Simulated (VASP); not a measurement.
# Sb (I4_1/amd) in VASP: further runs

Sb is run at these levels: PBE; tasks: single point.

Everything below comes from runs of VASP 6.6.1. Logs are shortened: lines on timing, memory, paths and dates and some standing lists are left out, and cuts for length are marked.

## 1. The cell of the first run

It takes space group I4_1/amd (No. 141, tetragonal). The conventional cell has a = 5.353 Å, b = 5.353 Å, c = 2.833 Å, α = 90.00°, β = 90.00°, γ = 90.00°. Within 3.6 Å of Sb (site symmetry -4m2) lie 10 Sb at 2.77 to 3.42 Å.

## 2. Single point, PBE

Contents of INCAR:

```
SYSTEM = Sb
  PREC = Accurate
  ENCUT = 520
  EDIFF = 1E-6
  ISMEAR = -1
  SIGMA = 0.08
  LREAL = .FALSE.
  LASPH = .TRUE.
  NELM = 60
  ALGO = Normal
  ISIF = 2
  LWAVE = .FALSE.
  LCHARG = .FALSE.
  GGA = PE
  NBANDS = 12
```

Contents of KPOINTS:

```
regular mesh
0
G
  15 15 15
  0 0 0
```

Contents of POSCAR:

```
Sb
1.0
   -2.6765806706      2.6765806706      1.4163288421
    2.6765806706     -2.6765806706      1.4163288421
    2.6765806706      2.6765806706     -1.4163288421
Sb
2
Direct
   -0.3750000000     -0.1250000000     -0.2500000000
    0.3750000000      0.1250000000      0.2500000000
```

Potentials or basis: VASP PAW PBE potentials, release 64 (Sb).

Command:

```sh
> cat potpaw_PBE.64/Sb/POTCAR > POTCAR
> mpirun -np 1 vasp_std > vasp.out
```

OUTCAR:

```text
SYSTEM = Sb
   PREC = Accurate
   ENCUT = 520
   EDIFF = 1E-6
   ISMEAR = -1
   LREAL = .FALSE.
   LASPH = .TRUE.
   NELM = 60
   ISIF = 2
   GGA = PE

 ion  position               nearest neighbor table
   1  0.625  0.875  0.750-   2 2.77   2 2.77   2 2.77   2 2.77   2 3.42   2 3.42   2 3.42   2 3.42

   2  0.375  0.125  0.250-   1 2.77   1 2.77   1 2.77   1 2.77   1 3.42   1 3.42   1 3.42   1 3.42

  LATTYP: Found a body centered tetragonal cell.
 ALAT       =     5.3531613412
 C/A-ratio  =     0.5291560451

  Lattice vectors:

 A1 = (  -2.6765806706,   2.6765806706,   1.4163288421)
 A2 = (   2.6765806706,  -2.6765806706,   1.4163288421)
 A3 = (   2.6765806706,   2.6765806706,  -1.4163288421)

Analysis of symmetry for initial positions (statically):
=====================================================================
 Subroutine PRICEL returns:
 Original cell was already a primitive cell.

 Routine SETGRP: Setting up the symmetry group for a
 body centered tetragonal supercell.

 Subroutine GETGRP returns: Found 16 space group operations
 (whereof  4 operations were pure point group operations)
 out of a pool of 16 trial point group operations.

The static configuration has the point symmetry C_2h.
 The point group associated with its full space group is D_4h.

Analysis of symmetry for dynamics (positions and initial velocities):
=====================================================================
 Subroutine PRICEL returns:
 Original cell was already a primitive cell.

 Routine SETGRP: Setting up the symmetry group for a
 body centered tetragonal supercell.

 Subroutine GETGRP returns: Found 16 space group operations
 (whereof  4 operations were pure point group operations)
 out of a pool of 16 trial point group operations.

The dynamic configuration has the point symmetry C_2h.
 The point group associated with its full space group is D_4h.

 Subroutine INISYM returns: Found 16 space group operations
 (whereof  4 operations are pure point group operations),
 and found     1 'primitive' translations

----------------------------------------------------------------------------------------

                                     Primitive cell

  volume of cell :      40.5868

  direct lattice vectors                    reciprocal lattice vectors
[... 92 lines left out ...]
   NFREE  =      0    steps in history (QN), initial steepest desc. (CG)
   ISIF   =      2    stress and relaxation
   ISYM   =      2    0-nonsym 1-usesym 2-fastsym
   POTIM  = 0.5000    time-step for ionic-motion
   TEBEG  =    0.0;   TEEND  =   0.0 temperature during run
   PSTRESS=    0.0 pullay stress
   NELECT =      10.0000    total number of electrons
   NUPDOWN=      -1.0000    fix difference up-down
   EMIN   =  10.00;   EMAX   =-10.00  energy-range for DOS
   EFERMI =   0.00;   METHOD = LEGACY
   ISMEAR =    -1;   SIGMA  =   0.08  broadening in eV -4-tet -1-fermi 0-gaus
   EFERMI_NEDOS =   21; number of points for ismear=-14 and -15
   IALGO  =     38    algorithm
   IMIX   =      4    mixing-type and parameters
     AMIX     =   0.40;   BMIX     =  1.00
     AMIX_MAG =   1.60;   BMIX_MAG =  1.00
  volume/ion in A,a.u.               =      20.29       136.95
  Fermi-wavevector in a.u.,A,eV,Ry     =   1.026313  1.939451 14.331272  1.053319
  Thomas-Fermi vector in A             =   2.160199
   LORBIT       =      0    0 simple, 1 ext, 2 COOP (PROOUT), +10 PAW based schemes
   GGA     = PE    functional components
   LHFCALC =     F    Hartree Fock is set to
   AEXX    =    0.0000 exact exchange contribution
   IVDW    =     0    specifies the selected vdW correction
   LEPSILON=     F    determine dielectric tensor
   LRPA    =     F    only Hartree local field effects (RPA)
 non-spin polarized calculation
  energy-cutoff  :      520.00
  volume of cell :       40.59
 maximum number of plane-waves:      1120
 NGX is ok and might be reduce to    30
   NGX = 15   NGY = 15   NGZ = 15

 number of electron      10.0000000 magnetization

 Free energy of the ion-electron system (eV)
  ---------------------------------------------------
  ext. energy  EPLUGINS =         0.00000000
  ---------------------------------------------------
  free energy    TOTEN  =        -6.03517446 eV

  energy without entropy =       -6.01763210  energy(sigma->0) =       -6.02640328

 E-fermi :  13.1232     XC(G=0): -11.4244

 val. band max:       13.1123756399   @ k =   0.4000   0.4000   0.0667
 cond. band min:      13.1328820420   @ k =  -0.1333   0.2000   0.1333
 fundamental gap:      0.0205064020
 Fermi energy:        13.1232141440

 k-point     1 :       0.0000    0.0000    0.0000
  band No.  band energies     occupation
      1      -2.9766      2.00000
      2       6.4279      2.00000
      3       7.7812      2.00000
      4       7.7812      2.00000
      5      13.7018      0.00145
      6      17.8069      0.00000
      7      17.8069      0.00000
      8      19.4603      0.00000
      9      19.7581      0.00000
     10      21.3842      0.00000
     11      22.1594      0.00000
     12      23.8734      0.00000
[... 331 lines left out ...]
 k-point    24 :       0.2000    0.1333   -0.0000
  band No.  band energies     occupation
      1      -0.4597      2.00000
      2       6.2993      2.00000
      3       9.1965      2.00000
      4      10.0821      2.00000
      5      10.8322      2.00000
      6      11.5904      2.00000
      7      14.9110      0.00000
      8      15.2797      0.00000
      9      17.0271      0.00000
     10      18.6569      0.00000
     11      19.8401      0.00000
     12      24.6309      0.00000

 [... further k-points ...]

------------------------ aborting loop because EDIFF is reached ----------------------------------------

  FORCE on cell =-STRESS in cart. coord.  units (eV):
  Direction    XX          YY          ZZ          XY          YZ          ZX
  --------------------------------------------------------------------------------------
  -------------------------------------------------------------------------------------
  Total       12.5849471     12.5849471     12.5881546      0.0000000      0.0000000      0.0000000
  in kB      496.7949960    496.7949960    496.9216111      0.0000000      0.0000000      0.0000000
  external PRESSURE =     496.8372010 kB  Pullay stress =       0.0000000 kB

 VOLUME and BASIS-vectors are now :
 -----------------------------------------------------------------------------
  energy-cutoff  :      520.00
  volume of cell :       40.59
      direct lattice vectors                 reciprocal lattice vectors
    -2.676580671  2.676580671  1.416328842     0.000000000  0.186805504  0.353025360
     2.676580671 -2.676580671  1.416328842     0.186805504  0.000000000  0.353025360
     2.676580671  2.676580671 -1.416328842     0.186805504  0.186805504  0.000000000

 POSITION                                       TOTAL-FORCE (eV/Angst)
 -----------------------------------------------------------------------------------
      2.67658      1.33829      1.06225         0.000000     -0.000000      0.000000
      0.00000      1.33829      0.35408        -0.000000      0.000000     -0.000000
 -----------------------------------------------------------------------------------
    total drift:                                0.000000     -0.000000      0.000000

  FREE ENERGIE OF THE ION-ELECTRON SYSTEM (eV)
  ---------------------------------------------------
  free  energy   TOTEN  =        -6.0351744615 eV

  energy  without entropy=       -6.0176320997  energy(sigma->0) =       -6.02640328
```

OSZICAR:

```text
N       E                     dE             d eps       ncg     rms          rms(c)
DAV:   1     0.366704721313E+02    0.36670E+02   -0.36230E+03  6912   0.676E+02
DAV:   2    -0.446719631132E+01   -0.41138E+02   -0.39774E+02  9040   0.116E+02
DAV:   3    -0.606139067166E+01   -0.15942E+01   -0.15761E+01  8636   0.244E+01
DAV:   4    -0.607300009696E+01   -0.11609E-01   -0.11603E-01  7936   0.253E+00
DAV:   5    -0.607311291872E+01   -0.11282E-03   -0.11282E-03  8444   0.270E-01    0.505E+00
DAV:   6    -0.604757682617E+01    0.25536E-01   -0.51351E-03  7604   0.417E-01    0.314E+00
DAV:   7    -0.603538943354E+01    0.12187E-01   -0.10327E-02  7348   0.606E-01    0.535E-02
DAV:   8    -0.603518570897E+01    0.20372E-03   -0.43192E-04  7812   0.125E-01    0.180E-02
DAV:   9    -0.603517588140E+01    0.98276E-05   -0.12278E-05  8620   0.219E-02    0.764E-03
DAV:  10    -0.603517433536E+01    0.15460E-05   -0.45301E-07  5396   0.528E-03    0.263E-03
DAV:  11    -0.603517446152E+01   -0.12617E-06   -0.65369E-08  4076   0.200E-03
   1 F= -.60351745E+01 E0= -.60264033E+01  d E =-.175424E-01
```

stdout:

```text
POSCAR found type information on POSCAR Sb
 POSCAR found :  1 types and       2 ions
 scaLAPACK will be used
 LDA part: xc-table for (Slater+PW92), standard interpolation
 POSCAR, INCAR and KPOINTS ok, starting setup
 FFT: planning ... GRIDC
 FFT: planning ... GRID_SOFT
 FFT: planning ... GRID
 WAVECAR not read
 entering main loop
```

Run time: 3 min. Hardware: 1 thread of Intel Xeon 8259CL, shared host; peak memory 0.26 GiB.

Results:

* Free energy: -6.0352 eV
* Pressure: 49.7 GPa
* Band gap on the k mesh: zero (bands 5 and 6 overlap by 7.71 eV)

Caveat: the cell stands under pressure; spin-orbit coupling is left out, which moves the levels of the heavy elements.

## 3. Single point, PBE

Contents of INCAR:

```
SYSTEM = Sb
PREC = Accurate ; ENCUT = 520
EDIFF = 1E-6 ; ISMEAR = -1
SIGMA = 0.08 ; LREAL = .FALSE.
LASPH = .TRUE. ; NELM = 80
ALGO = Normal ; ISIF = 2
LWAVE = .FALSE. ; LCHARG = .FALSE.
GGA = PE ; NBANDS = 12
```

Contents of KPOINTS:

```
Automatic mesh
0
G
  15 15 15
  0 0 0
```

Contents of POSCAR:

```
Sb
1.0
   -2.6764572816      2.6764572816      1.4162942692
    2.6764572816     -2.6764572816      1.4162942692
    2.6764572816      2.6764572816     -1.4162942692
Sb
2
Direct
   -0.3750000000     -0.1250000000     -0.2500000000
    0.3750000000      0.1250000000      0.2500000000
```

Potentials or basis: VASP PAW PBE potentials, release 64 (Sb).

Command:

```sh
> cat potpaw_PBE.64/Sb/POTCAR > POTCAR
> mpirun -np 1 vasp_std > vasp.out
```

Run time: 2.9 min. Hardware: 1 thread of Intel Xeon 8259CL, shared host; peak memory 0.26 GiB.

The run converged. Its results:

- Free energy: -6.0337 eV
- Pressure: 49.7 GPa
- Band gap on the k mesh: zero (bands 5 and 6 overlap by 7.71 eV)

Levels at points of the mesh, in eV from the Fermi level:
```csv
k point,band 2,band 3,band 4,band 5,band 6,band 7,band 8,band 9
"(0.00, 0.00, 0.00)",-6.69,-5.34,-5.34,0.58,4.68,4.68,6.34,6.64
```

Caveat: the cell stands under pressure; spin-orbit coupling is left out, which moves the levels of the heavy elements.

The gap in the log of VASP goes by the Fermi energy; the results here count the filled bands.